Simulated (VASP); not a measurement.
Crystal: CdS.

```
Cd S
1.0
     0.00000    2.93921    2.93921
     2.93921    0.00000    2.93921
     2.93921    2.93921    0.00000
Cd S
1 1
Direct
  0.00000 0.00000 0.00000
  0.25000 0.25000 0.25000
```

Base run:

| Item | Value |
| --- | --- |
| Program | VASP 6.6.1 |
| Functional | PBE |
| Potentials or basis | VASP PAW PBE potentials, release 64 (Cd, S) |
| Cutoff | 500 eV |
| k mesh | 6 × 6 × 6 |
| Occupations | gaussian, width 0.5 eV |
| Spin | no spin polarisation |

Its results: band gap on the k mesh 1.10 eV; pressure 1.7 GPa.

Problem. The run is repeated on the same cell with these changes: occupations from gaussian, width 0.5 eV to gaussian, width 0.01 eV; dispersion from none to D4. What comes out?

Solution. Band gap on the k mesh 1.10 eV; pressure -0.4 GPa.

